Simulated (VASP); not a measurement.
# MnBr3 in VASP: a series of runs, part 2 of 2

VASP 6.6.1. The steps go on from the part before.

## Step 4: Single point, PBEsol, collinear spin, ferromagnetic start

This run uses another cell than the first one, of 30.79 Å³/atom.

Input file INCAR:

```
PREC     = Accurate       # precision mode
ENCUT    = 520            # plane-wave cutoff, eV
EDIFF    = 1E-6           # SCF threshold, eV
ISMEAR   = 0              # smearing method
SIGMA    = 0.05           # smearing width, eV
LREAL    = F              # projectors in reciprocal space
LASPH    = T              # aspherical terms in the spheres
NELM     = 150            # most SCF steps
ALGO     = Normal         # electronic algorithm
ISIF     = 2              # what is computed and relaxed
LWAVE    = F              # write WAVECAR
LCHARG   = F              # write CHGCAR
ISPIN    = 2              # spin polarisation
MAGMOM   = 4.03 0 0 0     # initial moments
LORBIT   = 11             # projections on sites
LMAXMIX  = 4              # l up to which the mixer works
GGA      = PS             # functional
NBANDS   = 29             # bands
```

Input file KPOINTS:

```
regular mesh
0
Gamma
  6 6 6
```

Input file POSCAR:

```
MnBr3
1.0
    4.9922885345      0.0000000000      0.0000000000
    0.0000000000      4.9423656492      0.0000000000
    0.0000000000      0.0000000000      4.9922885345
Mn Br
1 3
Direct
    0.0000000000      0.0000000000      0.0000000000
    0.5000000000      0.0000000000      0.0000000000
    0.0000000000      0.0000000000      0.5000000000
    0.0000000000      0.5000000000      0.0000000000
```

Potentials or basis: VASP PAW PBE potentials, release 64 (Mn_pv, Br).

Command:

```console
> cat potpaw_PBE.64/Mn_pv/POTCAR potpaw_PBE.64/Br/POTCAR > POTCAR
> mpirun -np 1 vasp_std > vasp.out
```

OUTCAR:

```text
PREC = Accurate
   ENCUT = 520
   EDIFF = 1E-6
   ISMEAR = 0
   LREAL = F
   LASPH = T
   NELM = 150
   ISIF = 2
   ISPIN = 2
   LORBIT = 11
   GGA = PS

 ion  position               nearest neighbor table
   1  0.000  0.000  0.000-   4 2.47   4 2.47   2 2.50   3 2.50   3 2.50   2 2.50
   2  0.500  0.000  0.000-   1 2.50   1 2.50
   3  0.000  0.000  0.500-   1 2.50   1 2.50
   4  0.000  0.500  0.000-   1 2.47   1 2.47

  LATTYP: Found a simple tetragonal cell.
 ALAT       =     4.9922885345
 C/A-ratio  =     0.9900000000

  Lattice vectors:

 A1 = (  -4.9922885345,   0.0000000000,   0.0000000000)
 A2 = (   0.0000000000,   0.0000000000,   4.9922885345)
 A3 = (   0.0000000000,   4.9423656492,   0.0000000000)

Analysis of symmetry for initial positions (statically):
=====================================================================
 Subroutine PRICEL returns:
 Original cell was already a primitive cell.

 Routine SETGRP: Setting up the symmetry group for a
 simple tetragonal supercell.

 Subroutine GETGRP returns: Found 16 space group operations
 (whereof 16 operations were pure point group operations)
 out of a pool of 16 trial point group operations.

The static configuration has the point symmetry D_4h.

Analysis of symmetry for dynamics (positions and initial velocities):
=====================================================================
 Subroutine PRICEL returns:
 Original cell was already a primitive cell.

 Routine SETGRP: Setting up the symmetry group for a
 simple tetragonal supercell.

 Subroutine GETGRP returns: Found 16 space group operations
 (whereof 16 operations were pure point group operations)
 out of a pool of 16 trial point group operations.

The dynamic configuration has the point symmetry D_4h.

Analysis of structural, dynamic, and magnetic symmetry:
=====================================================================
 Subroutine PRICEL returns:
 Original cell was already a primitive cell.

 Routine SETGRP: Setting up the symmetry group for a
 simple tetragonal supercell.

 Subroutine GETGRP returns: Found 16 space group operations
 (whereof 16 operations were pure point group operations)
 out of a pool of 16 trial point group operations.

The overall configuration has the point symmetry D_4h.

 Subroutine INISYM returns: Found 16 space group operations
 (whereof 16 operations are pure point group operations),
 and found     1 'primitive' translations

----------------------------------------------------------------------------------------

                                     Primitive cell

  volume of cell :     123.1783

  direct lattice vectors                    reciprocal lattice vectors
     4.992288535  0.000000000  0.000000000     0.200308935  0.000000000  0.000000000
     0.000000000  4.942365649  0.000000000     0.000000000  0.202332258  0.000000000
     0.000000000  0.000000000  4.992288535     0.000000000  0.000000000  0.200308935

  length of vectors
     4.992288535  4.942365649  4.992288535     0.200308935  0.202332258  0.200308935

[... 80 lines left out ...]
   LSORBIT =      F    spin-orbit coupling
   LASPH  =      T    aspherical Exc in radial PAW
   ENCUT  =  520.0 eV  38.22 Ry    6.18 a.u.   9.28  9.19  9.28*2*pi/ulx,y,z
   NELM   =    150;   NELMIN=  2; NELMDL= -5     # of ELM steps
   EDIFF  = 0.1E-05   stopping-criterion for ELM
   LREAL  =      F    real-space projection
   EDIFFG = 0.1E-04   stopping-criterion for IOM
   NSW    =      0    number of steps for IOM
   IBRION =     -1    ionic relax: 0-MD 1-quasi-New 2-CG
   NFREE  =      0    steps in history (QN), initial steepest desc. (CG)
   ISIF   =      2    stress and relaxation
   ISYM   =      2    0-nonsym 1-usesym 2-fastsym
   POTIM  = 0.5000    time-step for ionic-motion
   TEBEG  =    0.0;   TEEND  =   0.0 temperature during run
   PSTRESS=    0.0 pullay stress
   NELECT =      34.0000    total number of electrons
   NUPDOWN=      -1.0000    fix difference up-down
   EMIN   =  10.00;   EMAX   =-10.00  energy-range for DOS
   EFERMI =   0.00;   METHOD = LEGACY
   ISMEAR =     0;   SIGMA  =   0.05  broadening in eV -4-tet -1-fermi 0-gaus
   EFERMI_NEDOS =   21; number of points for ismear=-14 and -15
   IALGO  =     38    algorithm
   IMIX   =      4    mixing-type and parameters
     AMIX     =   0.40;   BMIX     =  1.00
     AMIX_MAG =   1.60;   BMIX_MAG =  1.00
  volume/ion in A,a.u.               =      30.79       207.81
  Fermi-wavevector in a.u.,A,eV,Ry     =   1.065916  2.014290 15.458631  1.136177
  Thomas-Fermi vector in A             =   2.201483
   LORBIT       =     11    0 simple, 1 ext, 2 COOP (PROOUT), +10 PAW based schemes
   GGA     = PS    functional components
   LHFCALC =     F    Hartree Fock is set to
   AEXX    =    0.0000 exact exchange contribution
   IVDW    =     0    specifies the selected vdW correction
   LEPSILON=     F    determine dielectric tensor
   LRPA    =     F    only Hartree local field effects (RPA)
 spin polarized calculation
 Gauss-broadening in eV      SIGMA  =   0.05
  energy-cutoff  :      520.00
  volume of cell :      123.18
 maximum number of plane-waves:      3340
 NGX is ok and might be reduce to    40
   NGX = 19   NGY = 19   NGZ = 19

 number of electron      33.9999993 magnetization       4.1663365

 Free energy of the ion-electron system (eV)
  ---------------------------------------------------
  ext. energy  EPLUGINS =         0.00000000
  ---------------------------------------------------
  free energy    TOTEN  =       -16.98748404 eV

  energy without entropy =      -16.98501662  energy(sigma->0) =      -16.98625033

 E-fermi :   0.1496     XC(G=0):  -8.0523

 val. band max:        0.1098552592   @ k =   0.5000   0.5000   0.5000
 cond. band min:       0.1520177666   @ k =   0.3333   0.0000   0.1667
 fundamental gap:      0.0421625074
 Fermi energy:         0.1495607148

 spin component 1

 k-point     1 :       0.0000    0.0000    0.0000
  band No.  band energies     occupation
      1     -49.9700      1.00000
      2     -49.9641      1.00000
      3     -49.9641      1.00000
      4     -14.7828      1.00000
      5     -13.6996      1.00000
      6     -13.6557      1.00000
[... 757 lines left out ...]
     28      10.3679      0.00000
     29      10.8933      0.00000

 [... further k-points ...]

 spin component 2

 k-point     1 :       0.0000    0.0000    0.0000
  band No.  band energies     occupation
      1     -46.0044      1.00000
      2     -45.9867      1.00000
      3     -45.9867      1.00000
      4     -14.6763      1.00000
      5     -13.6006      1.00000
      6     -13.5618      1.00000
[... 757 lines left out ...]
     28      10.6913      0.00000
     29      11.1673      0.00000

 [... further k-points ...]

------------------------ aborting loop because EDIFF is reached ----------------------------------------

  FORCE on cell =-STRESS in cart. coord.  units (eV):
  Direction    XX          YY          ZZ          XY          YZ          ZX
  --------------------------------------------------------------------------------------
  -------------------------------------------------------------------------------------
  Total        0.1505388      0.7165934      0.1505388      0.0000000      0.0000000      0.0000000
  in kB        1.9580541      9.3207141      1.9580541      0.0000000      0.0000000      0.0000000
  external PRESSURE =       4.4122741 kB  Pullay stress =       0.0000000 kB

 VOLUME and BASIS-vectors are now :
 -----------------------------------------------------------------------------
  energy-cutoff  :      520.00
  volume of cell :      123.18
      direct lattice vectors                 reciprocal lattice vectors
     4.992288535  0.000000000  0.000000000     0.200308935  0.000000000  0.000000000
     0.000000000  4.942365649  0.000000000     0.000000000  0.202332258  0.000000000
     0.000000000  0.000000000  4.992288535     0.000000000  0.000000000  0.200308935

 POSITION                                       TOTAL-FORCE (eV/Angst)
 -----------------------------------------------------------------------------------
      0.00000      0.00000      0.00000         0.000000      0.000000      0.000000
      2.49614      0.00000      0.00000         0.000000      0.000000      0.000000
      0.00000      0.00000      2.49614         0.000000      0.000000      0.000000
      0.00000      2.47118      0.00000         0.000000      0.000000      0.000000
 -----------------------------------------------------------------------------------
    total drift:                               -0.000000     -0.000000     -0.000000

  FREE ENERGIE OF THE ION-ELECTRON SYSTEM (eV)
  ---------------------------------------------------
  free  energy   TOTEN  =       -16.9874840415 eV

  energy  without entropy=      -16.9850166173  energy(sigma->0) =      -16.98625033

 total charge

# of ion       s       p       d       tot
------------------------------------------
    1        0.251   6.222   4.928  11.400
    2        1.606   3.213   0.020   4.839
    3        1.606   3.213   0.020   4.839
    4        1.606   3.219   0.022   4.846
--------------------------------------------------
tot          5.069  15.867   4.990  25.926

 magnetization (x)

# of ion       s       p       d       tot
------------------------------------------
    1        0.034   0.029   3.668   3.731
    2        0.009   0.038   0.007   0.054
    3        0.009   0.038   0.007   0.054
    4        0.009   0.042   0.008   0.059
--------------------------------------------------
tot          0.060   0.148   3.690   3.899
```

It took 11 min on 1 thread of Intel Xeon 8259CL, shared host; peak memory 0.41 GiB.

Results:

```yaml
Free_energy: -16.9875 eV
Pressure: 0.4 GPa
Net_moment: 4.17 μB per cell
Site_moments: Mn +3.73; Br +0.05, +0.06 (each value once) μB
Valence_electrons_inside_the_program's_atomic_spheres: Mn 11.40; Br 4.84, 4.85 (each value once)
```

Levels at points of the mesh, in eV from the Fermi level:
Spin up:
```
           k point  band 16  band 17  band 18  band 19  band 20  band 21  band 22  band 23
(0.00, 0.00, 0.00)    -1.12    -1.09    -0.75    -0.74    -0.74     2.75     5.38     8.08
(0.50, 0.00, 0.00)    -0.89    -0.88    -0.81    -0.80    -0.80     6.25     7.22     7.43
(0.00, 0.50, 0.00)    -0.87    -0.87    -0.81    -0.80    -0.80     6.39     7.24     7.49
(0.50, 0.50, 0.00)    -1.32    -0.78    -0.78    -0.05     1.70     7.22     7.35     8.05
(0.50, 0.00, 0.50)    -1.32    -0.78    -0.78    -0.06     1.63     7.27     7.27     8.06
(0.50, 0.50, 0.50)    -0.04    -0.04    -0.04     1.65     1.74     5.99     6.10     6.10
```
Spin down:
| k point | band 12 | band 13 | band 14 | band 15 | band 16 | band 17 | band 18 | band 19 |
| --- | --- | --- | --- | --- | --- | --- | --- | --- |
| (0.00, 0.00, 0.00) | -0.97 | -0.66 | -0.65 | -0.65 | 0.71 | 0.71 | 0.74 | 1.02 |
| (0.50, 0.00, 0.00) | -1.94 | -1.24 | -0.79 | -0.77 | 0.73 | 1.02 | 1.67 | 1.69 |
| (0.00, 0.50, 0.00) | -2.03 | -1.24 | -0.77 | -0.77 | 0.75 | 1.03 | 1.72 | 1.72 |
| (0.50, 0.50, 0.00) | -1.90 | -1.64 | -1.63 | 0.08 | 1.28 | 1.69 | 1.72 | 1.83 |
| (0.50, 0.00, 0.50) | -1.91 | -1.69 | -1.69 | 0.07 | 1.29 | 1.68 | 1.68 | 1.82 |
| (0.50, 0.50, 0.50) | -3.22 | 0.08 | 0.09 | 0.09 | 1.84 | 1.84 | 1.84 | 3.79 |

Caveat: the PAW data sets were made with another functional, which shifts forces and pressure a little; semilocal functionals often make such compounds metallic where correlation or magnetic order opens a gap, which also shifts bond lengths.

## Step 5: Overview

| cell | gap on the mesh (eV) | pressure (GPa) | moment (μB) |
| --- | --- | --- | --- |
| a = 5.058 Å, 4 atoms | none | -1.2 | 4.17 |
| a = 5.210 Å, 4 atoms | none | -3.3 | 4.30 |
| a = 4.992, b = 4.942 Å, 4 atoms | none | 0.4 | 4.17 |

Alike in all rows: task single point; level PBEsol; potentials or basis VASP PAW PBE potentials, release 64 (Mn_pv, Br); spin collinear, ferromagnetic start; k mesh 6 × 6 × 6; cutoff (eV) 520; smearing gaussian 0.05 eV.

Caveats: the PAW data sets were made with another functional, which shifts forces and pressure a little; semilocal functionals often make such compounds metallic where correlation or magnetic order opens a gap, which also shifts bond lengths; the cell stands under tension (at least some runs).

Total energies depend on the potentials used, so only differences within one code and one set of settings carry meaning.

The gap in the log of VASP goes by the Fermi energy; the results here count the filled bands.